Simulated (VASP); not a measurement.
# SrO (Fm-3m) in VASP: a series of runs, part 2 of 2

VASP 6.6.1. Earlier steps stand in the parts before.

## (4) Single point, PBEsol

This run uses another cell than the first one, of 13.73 Å³/atom.

The input, INCAR:

```
PREC = Accurate ; ENCUT = 520
EDIFF = 1E-6 ; ISMEAR = -1
SIGMA = 0.05 ; LREAL = F
LASPH = T ; NELM = 60
ALGO = Normal ; ISIF = 2
LWAVE = F ; LCHARG = F
GGA = PS ; NBANDS = 15
```

The input, KPOINTS:

```
Automatic mesh
0
Gamma
  9 9 9
```

The input, POSCAR:

```
SrO
1.0
    0.0000000000      2.3944111039      2.3944111039
    2.3944111039      0.0000000000      2.3944111039
    2.3944111039      2.3944111039      0.0000000000
Sr O
1 1
Direct
    0.5000000000      0.5000000000      0.5000000000
    0.0000000000      0.0000000000      0.0000000000
```

Potentials or basis: VASP PAW PBE potentials, release 64 (Sr_sv, O).

Run with:

```sh
$ cat potpaw_PBE.64/Sr_sv/POTCAR potpaw_PBE.64/O/POTCAR > POTCAR
$ mpirun -np 1 vasp_std > vasp.out
```

OUTCAR:

```text
PREC = Accurate
   ENCUT = 520
   EDIFF = 1E-6
   ISMEAR = -1
   LREAL = F
   LASPH = T
   NELM = 60
   ISIF = 2
   GGA = PS

 ion  position               nearest neighbor table
   1  0.500  0.500  0.500-   2 2.39   2 2.39   2 2.39   2 2.39   2 2.39   2 2.39
   2  0.000  0.000  0.000-   1 2.39   1 2.39   1 2.39   1 2.39   1 2.39   1 2.39

  LATTYP: Found a face centered cubic cell.
 ALAT       =     4.7888222078

  Lattice vectors:

 A1 = (   0.0000000000,   2.3944111039,   2.3944111039)
 A2 = (   2.3944111039,   0.0000000000,   2.3944111039)
 A3 = (   2.3944111039,   2.3944111039,   0.0000000000)

Analysis of symmetry for initial positions (statically):
=====================================================================
 Subroutine PRICEL returns:
 Original cell was already a primitive cell.

 Routine SETGRP: Setting up the symmetry group for a
 face centered cubic supercell.

 Subroutine GETGRP returns: Found 48 space group operations
 (whereof 48 operations were pure point group operations)
 out of a pool of 48 trial point group operations.

The static configuration has the point symmetry O_h .

[... 175 lines left out ...]
      7       2.6480      2.00000
      8       2.6480      2.00000
      9       8.1803      0.00000
     10       9.1796      0.00000
     11       9.1796      0.00000
     12       9.1796      0.00000
     13      11.9138      0.00000
     14      11.9138      0.00000
[... 401 lines left out ...]
      2     -13.0639      2.00000
      3     -11.8164      2.00000
      4     -11.0247      2.00000
      5     -11.0247      2.00000
      6       2.5800      2.00000
      7       2.7644      2.00000
      8       2.7644      2.00000
      9       5.5879      0.00000
     10      12.0857      0.00000
     11      14.1770      0.00000
     12      14.9077      0.00000
     13      15.3824      0.00000
     14      15.3824      0.00000
     15      19.8215      0.00000

 [... further k-points ...]

------------------------ aborting loop because EDIFF is reached ----------------------------------------

  FORCE on cell =-STRESS in cart. coord.  units (eV):
  Direction    XX          YY          ZZ          XY          YZ          ZX
  --------------------------------------------------------------------------------------
  -------------------------------------------------------------------------------------
  Total        5.4106799      5.4106799      5.4106799      0.0000000     -0.0000000     -0.0000000
  in kB      315.7448519    315.7448519    315.7448519      0.0000000     -0.0000000     -0.0000000
  external PRESSURE =     315.7448519 kB  Pullay stress =       0.0000000 kB

 VOLUME and BASIS-vectors are now :
 -----------------------------------------------------------------------------
  energy-cutoff  :      520.00
  volume of cell :       27.46
      direct lattice vectors                 reciprocal lattice vectors
     0.000000000  2.394411104  2.394411104    -0.208819613  0.208819613  0.208819613
     2.394411104  0.000000000  2.394411104     0.208819613 -0.208819613  0.208819613
     2.394411104  2.394411104  0.000000000     0.208819613  0.208819613 -0.208819613

 POSITION                                       TOTAL-FORCE (eV/Angst)
 -----------------------------------------------------------------------------------
      2.39441      2.39441      2.39441        -0.000000      0.000000     -0.000000
      0.00000      0.00000      0.00000         0.000000     -0.000000      0.000000
 -----------------------------------------------------------------------------------
    total drift:                                0.000000      0.000000      0.000000

  FREE ENERGIE OF THE ION-ELECTRON SYSTEM (eV)
  ---------------------------------------------------
  free  energy   TOTEN  =       -12.1172232626 eV

  energy  without entropy=      -12.1172232626  energy(sigma->0) =      -12.11722326
```

OSZICAR:

```text
N       E                     dE             d eps       ncg     rms          rms(c)
DAV:   1     0.627788981802E+02    0.62779E+02   -0.80715E+03  1050   0.104E+03
DAV:   2    -0.111482746665E+02   -0.73927E+02   -0.66638E+02  1424   0.223E+02
DAV:   3    -0.141754523536E+02   -0.30272E+01   -0.30129E+01  1424   0.403E+01
DAV:   4    -0.142550982003E+02   -0.79646E-01   -0.79625E-01  1322   0.473E+00
DAV:   5    -0.142555406900E+02   -0.44249E-03   -0.44249E-03  1277   0.325E-01    0.270E+01
DAV:   6    -0.122375563345E+02    0.20180E+01   -0.53500E+00  1078   0.207E+01    0.304E+01
DAV:   7    -0.121442980294E+02    0.93258E-01   -0.20705E-01  1345   0.433E+00    0.180E+01
DAV:   8    -0.121160537745E+02    0.28244E-01   -0.92881E-02  1421   0.289E+00    0.157E+00
DAV:   9    -0.121169905922E+02   -0.93682E-03   -0.40196E-03  1504   0.468E-01    0.318E-01
DAV:  10    -0.121172018225E+02   -0.21123E-03   -0.35187E-04  1134   0.169E-01    0.587E-02
DAV:  11    -0.121172207306E+02   -0.18908E-04   -0.44861E-05  1326   0.551E-02    0.344E-02
DAV:  12    -0.121172231773E+02   -0.24467E-05   -0.43086E-06  1120   0.185E-02    0.858E-03
DAV:  13    -0.121172232626E+02   -0.85309E-07   -0.68577E-07   665   0.698E-03
   1 F= -.12117223E+02 E0= -.12117223E+02  d E =-.116678E-10
```

Wall time 20 s (1 thread of Intel Xeon 6975P-C (Granite Rapids), shared host); peak memory 0.16 GiB.

Results:

- Free energy: -12.1172 eV
- Pressure: 31.6 GPa
- Band gap on the k mesh: 2.82 eV

Caveat: the cell stands under pressure; the PAW data sets were made with another functional, which shifts forces and pressure a little; an odd mesh through Γ misses points on the zone boundary, where band edges can lie. A hybrid or GW would open this gap; PBEsol tends to underestimate it.

## (5) Single point, PBEsol

This run uses another cell than the first one, of 14.44 Å³/atom.

The input, INCAR:

```
SYSTEM = SrO
PREC = Accurate
ENCUT = 520
EDIFF = 1E-6
ISMEAR = -1
SIGMA = 0.05
LREAL = .False.
LASPH = .True.
NELM = 100
ALGO = Normal
ISIF = 2
LWAVE = .False.
LCHARG = .False.
GGA = PS
NBANDS = 15
```

The input, KPOINTS:

```
Automatic mesh
0
Gamma
  9 9 9
  0 0 0
```

The input, POSCAR:

```
SrO
1.0
    0.0000000000      2.4353813521      2.4353813521
    2.4353813521      0.0000000000      2.4353813521
    2.4353813521      2.4353813521      0.0000000000
Sr O
1 1
Direct
    0.5000000000      0.5000000000      0.5000000000
    0.0000000000      0.0000000000      0.0000000000
```

Run with:

```sh
$ cat potpaw_PBE.64/Sr_sv/POTCAR potpaw_PBE.64/O/POTCAR > POTCAR
$ mpirun -np 1 vasp_std > vasp.out
```

It took 21 s on 1 thread of Intel Xeon 6975P-C (Granite Rapids), shared host; peak memory 0.15 GiB.

The run converged. Its results:

- Free energy: -12.3529 eV
- Pressure: 21.3 GPa
- Band gap on the k mesh: 2.98 eV

Levels at points of the mesh, in eV from the valence-band top:
```tsv
k point	band 5	band 6	band 7	band 8	band 9	band 10	band 11	band 12
(0.00, 0.00, 0.00)	-13.23	-0.05	-0.05	-0.05	5.03	6.41	6.41	6.41
```

Caveat: the cell stands under pressure; the PAW data sets were made with another functional, which shifts forces and pressure a little; an odd mesh through Γ misses points on the zone boundary, where band edges can lie.

## (6) Single point, PBEsol

This run uses another cell than the first one, of 15.40 Å³/atom.

The input, INCAR:

```
  PREC = Accurate
  ENCUT = 520
  EDIFF = 1E-7
  ISMEAR = -1
  SIGMA = 0.05
  LREAL = False
  LASPH = True
  NELM = 100
  ALGO = Normal
  ISIF = 2
  LWAVE = False
  LCHARG = False
  GGA = PS
  NBANDS = 15
```

The input, KPOINTS:

```
Automatic mesh
0
Gamma
  9 9 9
```

The input, POSCAR:

```
SrO
1.0
    0.0000000000      2.4877362440      2.4877362440
    2.4877362440      0.0000000000      2.4877362440
    2.4877362440      2.4877362440      0.0000000000
Sr O
1 1
Direct
    0.5000000000      0.5000000000      0.5000000000
    0.0000000000      0.0000000000      0.0000000000
```

Potentials or basis: VASP PAW PBE potentials, release 64 (Sr_sv, O).

Run with:

```sh
$ cat potpaw_PBE.64/Sr_sv/POTCAR potpaw_PBE.64/O/POTCAR > POTCAR
$ mpirun -np 1 vasp_std > vasp.out
```

It took 20 s on 1 thread of Intel Xeon 6975P-C (Granite Rapids), shared host; peak memory 0.16 GiB.

The run converged. Its results:

- Free energy: -12.5425 eV
- Pressure: 10.9 GPa
- Band gap on the k mesh: 3.12 eV (least direct gap 3.14 eV)

Levels at points of the mesh, in eV from the valence-band top:
| k point | band 5 | band 6 | band 7 | band 8 | band 9 | band 10 | band 11 | band 12 |
| --- | --- | --- | --- | --- | --- | --- | --- | --- |
| (0.00, 0.00, 0.00) | -13.45 | 0.00 | 0.00 | 0.00 | 4.56 | 6.35 | 6.35 | 6.35 |

Caveat: the cell stands under pressure; the PAW data sets were made with another functional, which shifts forces and pressure a little; an odd mesh through Γ misses points on the zone boundary, where band edges can lie. A hybrid or GW would open this gap; PBEsol tends to underestimate it.

## (7) The runs side by side

```csv
task,level,cell,k mesh,cutoff (eV),smearing,share of exact exchange,grid for exact exchange (PRECFOCK),screening parameter,dipole correction,gap on the mesh (eV),pressure (GPa)
single point,HSE06,"a = 3.629 Å, angles 60.0°, 2 atoms",4 × 4 × 4,450,gaussian 0.02 eV,0.25,Fast,0.2 1/Å,-,4.76,-
relaxation of cell and atoms,PBEsol-based global hybrid with 25 % exact exchange,"relaxed from a = 3.629 Å, angles 60.0°, 2 atoms",5 × 5 × 5,600,fermi-dirac 0.05 eV,0.25,Normal,-,no,5.59,0.0
single point,PBEsol,"a = 3.386 Å, angles 60.0°, 2 atoms",9 × 9 × 9,520,fermi-dirac 0.05 eV,-,-,-,no,2.82,31.6
single point,PBEsol,"a = 3.444 Å, angles 60.0°, 2 atoms",9 × 9 × 9,520,fermi-dirac 0.05 eV,-,-,-,no,2.98,21.3
single point,PBEsol,"a = 3.518 Å, angles 60.0°, 2 atoms",9 × 9 × 9,520,fermi-dirac 0.05 eV,-,-,-,no,3.12,10.9
```

Alike in all rows: potentials or basis VASP PAW PBE potentials, release 64 (Sr_sv, O); no spin polarisation.

Caveats: some runs use coarse meshes; the PAW data sets were made with another functional, which shifts forces and pressure a little; an odd mesh through Γ misses points on the zone boundary, where band edges can lie (at least some runs); the cell stands under pressure (at least some runs); the cutoff is under 1.25 times the usual one of these potentials, so pressure, stress and relaxed cells hold a basis-set (Pulay) error (at least some runs).

Absolute energies hang on the potentials; compare differences alone.
